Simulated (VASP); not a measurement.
# MgO2 (R-3m) in VASP: single point with LDA

Aim: the single point of MgO2 with LDA.

Program: VASP 6.6.1. These are calculated values, not measurements. Logs are shortened: lines on timing, memory, paths and dates and some standing lists are left out, and cuts for length are marked.

**1. The cell of the first run**

It takes space group R-3m (No. 166, trigonal). The conventional cell has a = 3.210 Å, b = 3.210 Å, c = 10.482 Å, α = 90.00°, β = 90.00°, γ = 120.00°. Mg (site symmetry -3m) has 6 O at 2.11 Å within 2.8 Å. O (site symmetry 3m) has 1 O at 1.49 Å within 2.0 Å.

**2. Single point, LDA**

File INCAR:

```
PREC = Accurate
ENCUT = 520
EDIFF = 1E-6
ISMEAR = 0
SIGMA = 0.1
LREAL = False
LASPH = True
NELM = 60
ALGO = Normal
ISIF = 2
LWAVE = False
LCHARG = False
NBANDS = 14
```

File KPOINTS:

```
regular mesh
0
Gamma
  6 6 6
```

File POSCAR:

```
MgO2
1.0
    1.6047610160      0.9265092046      3.4939788749
   -1.6047610160      0.9265092046      3.4939788749
    0.0000000000     -1.8530184092      3.4939788749
Mg O
1 2
Direct
    0.0000000000      0.0000000000      0.0000000000
    0.4287860000      0.4287860000      0.4287860000
    0.5712140000      0.5712140000      0.5712140000
```

Potentials or basis: VASP PAW LDA potentials, release 64 (Mg, O).

The run is started by

```sh
$ cat potpaw_LDA.64/Mg/POTCAR potpaw_LDA.64/O/POTCAR > POTCAR
$ mpirun -np 1 vasp_std > vasp.out
```

OUTCAR:

```text
PREC = Accurate
   ENCUT = 520
   EDIFF = 1E-6
   ISMEAR = 0
   LREAL = False
   LASPH = True
   NELM = 60
   ISIF = 2

 ion  position               nearest neighbor table
   1  0.000  0.000  0.000-   3 2.11   3 2.11   2 2.11   2 2.11   3 2.11   2 2.11
   2  0.429  0.429  0.429-   3 1.49   1 2.11   1 2.11   1 2.11
   3  0.571  0.571  0.571-   2 1.49   1 2.11   1 2.11   1 2.11

  LATTYP: Found a trigonal (rhomboedric) cell.
 ALAT       =     3.9549419216
 COS(alpha) =     0.6707160928

  Lattice vectors:

 A1 = (   1.6047610160,   0.9265092046,   3.4939788749)
 A2 = (  -1.6047610160,   0.9265092046,   3.4939788749)
 A3 = (   0.0000000000,  -1.8530184092,   3.4939788749)

Analysis of symmetry for initial positions (statically):
=====================================================================
 Subroutine PRICEL returns:
 Original cell was already a primitive cell.

 Routine SETGRP: Setting up the symmetry group for a
 trigonal (rhombohedral) supercell.

 Subroutine GETGRP returns: Found 12 space group operations
 (whereof 12 operations were pure point group operations)
 out of a pool of 12 trial point group operations.

The static configuration has the point symmetry D_3d.

Analysis of symmetry for dynamics (positions and initial velocities):
=====================================================================
 Subroutine PRICEL returns:
 Original cell was already a primitive cell.

 Routine SETGRP: Setting up the symmetry group for a
 trigonal (rhombohedral) supercell.

 Subroutine GETGRP returns: Found 12 space group operations
 (whereof 12 operations were pure point group operations)
 out of a pool of 12 trial point group operations.

The dynamic configuration has the point symmetry D_3d.

 Subroutine INISYM returns: Found 12 space group operations
 (whereof 12 operations are pure point group operations),
 and found     1 'primitive' translations

----------------------------------------------------------------------------------------

                                     Primitive cell

  volume of cell :      31.1696

  direct lattice vectors                    reciprocal lattice vectors
     1.604761016  0.926509205  3.493978875     0.311572873  0.179886682  0.095402218
    -1.604761016  0.926509205  3.493978875    -0.311572873  0.179886682  0.095402218
     0.000000000 -1.853018409  3.493978875     0.000000000 -0.359773364  0.095402218

  length of vectors
     3.954941922  3.954941922  3.954941922     0.372207545  0.372207545  0.372207545

  position of ions in fractional coordinates (direct lattice)
     0.000000000  0.000000000  0.000000000
     0.428786000  0.428786000  0.428786000
     0.571214000  0.571214000  0.571214000

  ion indices of the primitive-cell ions
   primitive index   ion index
                 1           1
                 2           2
                 3           3

----------------------------------------------------------------------------------------

 KPOINTS: regular mesh

Automatic generation of k-mesh.
 Grid dimensions read from file:
 generate k-points for:    6    6    6

 Generating k-lattice:

  Cartesian coordinates                     Fractional coordinates (reciprocal lattice)
     0.051928812  0.029981114  0.015900370     0.166666667 -0.000000000  0.000000000
    -0.051928812  0.029981114  0.015900370    -0.000000000  0.166666667  0.000000000
     0.000000000 -0.059962227  0.015900370     0.000000000  0.000000000  0.166666667

  Length of vectors
     0.062034591  0.062034591  0.062034591

  Shift w.r.t. Gamma in fractional coordinates (k-lattice)
     0.000000000  0.000000000  0.000000000

 Subroutine IBZKPT returns following result:
 ===========================================

 Found     32 irreducible k-points:

 Following reciprocal coordinates:
            Coordinates               Weight
  0.000000  0.000000  0.000000      1.000000
  0.166667 -0.000000  0.000000      6.000000
  0.333333 -0.000000  0.000000      6.000000
  0.500000 -0.000000  0.000000      3.000000
  0.166667  0.166667  0.000000      6.000000
  0.333333  0.166667  0.000000     12.000000
[... 16 lines left out ...]
  0.500000  0.500000  0.166667      6.000000
 -0.333333  0.500000  0.166667     12.000000
 [... further k-points ...]
   k-points           NKPTS =     32   k-points in BZ     NKDIM =     32   number of bands    NBANDS=     14
   number of dos      NEDOS =    301   number of ions     NIONS =      3
   total plane-waves  NPLWV =  27000
   dimension x,y,z NGX =    30 NGY =   30 NGZ =   30
   dimension x,y,z NGXF=    60 NGYF=   60 NGZF=   60
   ions per type =               1   2
   NGX,Y,Z   is equivalent  to a cutoff of  12.61, 12.61, 12.61 a.u.
   NGXF,Y,Z  is equivalent  to a cutoff of  25.22, 25.22, 25.22 a.u.
 SYSTEM =  unknown system
   PREC   = accura    normal or accurate (medium, high low for compatibility)
   ISTART =      0    job   : 0-new  1-cont  2-samecut
   ICHARG =      2    charge: 1-file 2-atom 10-const
   ISPIN  =      1    spin polarized calculation?
   LNONCOLLINEAR =      F non collinear calculations
   LSORBIT =      F    spin-orbit coupling
   LASPH  =      T    aspherical Exc in radial PAW
   ENCUT  =  520.0 eV  38.22 Ry    6.18 a.u.   7.35  7.35  7.35*2*pi/ulx,y,z
   NELM   =     60;   NELMIN=  2; NELMDL= -5     # of ELM steps
   EDIFF  = 0.1E-05   stopping-criterion for ELM
   LREAL  =      F    real-space projection
[... 7 lines left out ...]
   TEBEG  =    0.0;   TEEND  =   0.0 temperature during run
   PSTRESS=    0.0 pullay stress
   NELECT =      14.0000    total number of electrons
   NUPDOWN=      -1.0000    fix difference up-down
   EMIN   =  10.00;   EMAX   =-10.00  energy-range for DOS
   EFERMI =   0.00;   METHOD = LEGACY
   ISMEAR =     0;   SIGMA  =   0.10  broadening in eV -4-tet -1-fermi 0-gaus
   EFERMI_NEDOS =   21; number of points for ismear=-14 and -15
   IALGO  =     38    algorithm
   IMIX   =      4    mixing-type and parameters
     AMIX     =   0.40;   BMIX     =  1.00
     AMIX_MAG =   1.60;   BMIX_MAG =  1.00
  volume/ion in A,a.u.               =      10.39        70.11
  Fermi-wavevector in a.u.,A,eV,Ry     =   1.253739  2.369222 21.386457  1.571860
  Thomas-Fermi vector in A             =   2.387577
   LORBIT       =      0    0 simple, 1 ext, 2 COOP (PROOUT), +10 PAW based schemes
   GGA     = CA    functional components
   LHFCALC =     F    Hartree Fock is set to
   AEXX    =    0.0000 exact exchange contribution
   IVDW    =     0    specifies the selected vdW correction
   LEPSILON=     F    determine dielectric tensor
   LRPA    =     F    only Hartree local field effects (RPA)
 non-spin polarized calculation
 Gauss-broadening in eV      SIGMA  =   0.10
  energy-cutoff  :      520.00
  volume of cell :       31.17
 maximum number of plane-waves:       850
 NGX is ok and might be reduce to    30
   NGX = 15   NGY = 15   NGZ = 15

 number of electron      14.0000001 magnetization

 Free energy of the ion-electron system (eV)
  ---------------------------------------------------
  ext. energy  EPLUGINS =         0.00000000
  ---------------------------------------------------
  free energy    TOTEN  =       -18.47917938 eV

  energy without entropy =      -18.47917938  energy(sigma->0) =      -18.47917938

 E-fermi :   2.7969     XC(G=0): -10.8008

 val. band max:        2.3724568481   @ k =   0.5000   0.5000   0.5000
 cond. band min:       4.5280898305   @ k =   0.5000   0.5000   0.5000
 fundamental gap:      2.1556329825
 Fermi energy:         2.7969167895

 k-point     1 :       0.0000    0.0000    0.0000
  band No.  band energies     occupation
      1     -18.6985      2.00000
      2     -11.8385      2.00000
      3      -5.3876      2.00000
      4      -0.9493      2.00000
      5      -0.9493      2.00000
      6       1.5591      2.00000
      7       1.5591      2.00000
      8       6.7246      0.00000
      9       7.0312      0.00000
     10      14.1884      0.00000
     11      15.9859      0.00000
     12      16.8717      0.00000
     13      16.8717      0.00000
     14      18.5471      0.00000

 k-point     2 :       0.1667   -0.0000    0.0000
  band No.  band energies     occupation
      1     -18.5762      2.00000
      2     -11.9165      2.00000
      3      -5.1909      2.00000
      4      -1.6758      2.00000
      5      -1.0391      2.00000
      6       1.3891      2.00000
      7       1.4395      2.00000
      8       6.8658      0.00000
      9       7.8376      0.00000
     10      14.2976      0.00000
     11      14.9073      0.00000
     12      16.3926      0.00000
     13      17.5269      0.00000
     14      17.6163      0.00000

 k-point     3 :       0.3333   -0.0000    0.0000
  band No.  band energies     occupation
      1     -18.3169      2.00000
      2     -12.0733      2.00000
      3      -4.7475      2.00000
      4      -2.9678      2.00000
      5      -1.2095      2.00000
      6       1.2074      2.00000
      7       1.2270      2.00000
      8       6.6039      0.00000
      9       9.7073      0.00000
     10      13.0207      0.00000
     11      14.5446      0.00000
     12      16.1822      0.00000
     13      16.9887      0.00000
     14      19.0255      0.00000
[... 324 lines left out ...]
 k-point    23 :       0.5000    0.5000    0.1667
  band No.  band energies     occupation
      1     -18.0990      2.00000
      2     -12.8408      2.00000
      3      -3.4836      2.00000
      4      -2.6105      2.00000
      5      -1.8567      2.00000
      6       0.5749      2.00000
      7       2.2758      2.00000
      8       5.5377      0.00000
      9       9.6292      0.00000
     10      12.7325      0.00000
     11      13.4325      0.00000
     12      15.8963      0.00000
     13      17.5691      0.00000
     14      21.6787      0.00000

 k-point    24 :      -0.3333    0.5000    0.1667
  band No.  band energies     occupation
      1     -18.0519      2.00000
      2     -12.6173      2.00000
      3      -3.8397      2.00000
      4      -2.5920      2.00000
      5      -2.2622      2.00000
      6       0.2948      2.00000
      7       1.9215      2.00000
      8       5.8497      0.00000
      9      10.8352      0.00000
     10      12.5017      0.00000
     11      14.2248      0.00000
     12      15.4206      0.00000
     13      17.5072      0.00000
     14      19.7586      0.00000

 [... further k-points ...]

------------------------ aborting loop because EDIFF is reached ----------------------------------------

  FORCE on cell =-STRESS in cart. coord.  units (eV):
  Direction    XX          YY          ZZ          XY          YZ          ZX
  --------------------------------------------------------------------------------------
  -------------------------------------------------------------------------------------
  Total       -1.9519496     -1.9519496     -2.3963824      0.0000000      0.0000000      0.0000000
  in kB     -100.3338655   -100.3338655   -123.1785480      0.0000000      0.0000000      0.0000000
  external PRESSURE =    -107.9487597 kB  Pullay stress =       0.0000000 kB

 VOLUME and BASIS-vectors are now :
 -----------------------------------------------------------------------------
  energy-cutoff  :      520.00
  volume of cell :       31.17
      direct lattice vectors                 reciprocal lattice vectors
     1.604761016  0.926509205  3.493978875     0.311572873  0.179886682  0.095402218
    -1.604761016  0.926509205  3.493978875    -0.311572873  0.179886682  0.095402218
     0.000000000 -1.853018409  3.493978875     0.000000000 -0.359773364  0.095402218

 POSITION                                       TOTAL-FORCE (eV/Angst)
 -----------------------------------------------------------------------------------
      0.00000      0.00000      0.00000         0.000000      0.000000      0.000000
      0.00000      0.00000      4.49451         0.000000      0.000000      0.193886
      0.00000      0.00000      5.98743         0.000000     -0.000000     -0.193886
 -----------------------------------------------------------------------------------
    total drift:                                0.000000     -0.000000      0.000000

  FREE ENERGIE OF THE ION-ELECTRON SYSTEM (eV)
  ---------------------------------------------------
  free  energy   TOTEN  =       -18.4791793811 eV

  energy  without entropy=      -18.4791793810  energy(sigma->0) =      -18.47917938
```

Run time: 44 s. Hardware: 1 thread of Intel Xeon 8259CL, shared host; peak memory 0.15 GiB.

Results:

```yaml
Free_energy: -18.4792 eV
Pressure: -10.8 GPa
Largest_force: 0.194 eV/Å
Band_gap_on_the_k_mesh: 2.16 eV, direct
```

Forces on the atoms (eV/Å):
```
Mg   0.000  0.000  0.000
O    0.000  0.000  0.194
O    0.000  0.000 -0.194
```

Stress tensor (GPa, compression positive):
```
-10.03   0.00   0.00
  0.00 -10.03   0.00
  0.00   0.00 -12.32
```
